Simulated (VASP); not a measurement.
Here is a VASP 6.6.1 calculation.

File INCAR:

```
  PREC = Accurate
  ENCUT = 520
  EDIFF = 1E-6
  ISMEAR = -1
  SIGMA = 0.05
  LREAL = Auto
  LASPH = True
  NELM = 150
  ALGO = Normal
  ISIF = 2
  LWAVE = False
  LCHARG = True
  ISPIN = 2
  MAGMOM = 0 0 0 0 0 0 0 0 0 0 0 0 0 0 0 0 0 0 0 0 0 0 0 0 1
  LORBIT = 11
  GGA = PE
  IVDW = 12
  LELF = True
  LVHAR = True
  NBANDS = 86
```

Contents of KPOINTS:

```
regular mesh
0
Gamma
  2 2 2
```

File POSCAR:

```
Si8HO16
1.0
   -4.1246000000     -4.1246000000      0.0000000000
    4.1246000000     -4.1246000000      0.0000000000
    0.0000000000      0.0000000000      5.2948000000
Si O H
8 16 1
Direct
    0.4749793919      0.5151772293     -0.0122384226
   -0.0116374921      0.4840469379      0.2394613583
    0.4803011201      0.5078674296      0.4860429100
   -0.0195776560      0.4808587499      0.7273551409
    0.0079159191     -0.0053459729     -0.0243635265
    0.4991878000      0.0039882655      0.2254476090
    0.0088614654     -0.0077946952      0.4734456448
    0.5013698298     -0.0056611550      0.7361373423
    0.1758715997      0.4838529797      0.0005099343
   -0.0108859041      0.1897638559      0.2383281710
    0.7885370703      0.4978422150     -0.0049482511
    0.0071643311      0.8002836639      0.2261841807
    0.1843936382      0.4748218009      0.4765619098
   -0.0010425253      0.1814236532      0.7420488026
    0.7896644523      0.5107283130      0.4786394198
    0.0258812976      0.8074116278      0.7363828662
    0.6935217961      0.0016728895     -0.0305205107
    0.4539106822      0.7063957717      0.2329455315
    0.3101149202      0.0097706444     -0.0189620005
    0.5072613102      0.3121393590      0.2193095112
    0.6943946080     -0.0169713427      0.4719347284
    0.4511710226      0.7032439509      0.7198761049
    0.2939800223      0.0120617757      0.4872516431
    0.5017698686      0.3138486156      0.7185162801
    0.7466057315      0.7222882219      0.7682820881
```

Potentials or basis: VASP PAW PBE potentials, release 64 (Si, O, H).

The run is started by

```bash
$ cat potpaw_PBE.64/Si/POTCAR potpaw_PBE.64/O/POTCAR potpaw_PBE.64/H/POTCAR > POTCAR
$ mpirun -np 1 vasp_std > vasp.out
```

**Question.** Predict the band gap on the k mesh.

**Answer.** 1.47 eV.

**Question.** What does it give for the dispersion energy per atom?

**Answer.** -0.248 eV.

Forces in eV/Å, atoms in the order of the input:
```
Si  -1.842  1.098 -1.149
Si   1.519 -0.391 -1.061
Si  -1.312  0.736 -2.014
Si   0.384 -1.313  2.085
Si  -0.020  0.619  2.202
Si   0.931 -0.744  1.354
Si   0.637  1.272  1.077
Si   1.980 -0.929 -2.724
O   -0.774 -0.792 -2.922
O   -0.282  0.635 -0.972
O   -0.238 -0.120 -0.813
O    0.093  0.375  0.210
O    1.088  0.239  1.330
O    2.657 -1.280 -2.057
O   -0.652 -0.071  0.148
O   -1.555  1.522 -1.309
O   -0.876 -0.184  1.716
O   -1.659 -0.846  0.027
O    1.032  0.391  0.206
O    0.292  0.977  1.809
O    0.575 -0.081  0.823
O   -0.455  0.803  1.654
O   -1.638 -2.295 -1.169
O   -0.205  0.664  1.792
H    0.321 -0.287 -0.244
```

Caveat: the k points lie up to 0.59 Å⁻¹ apart.
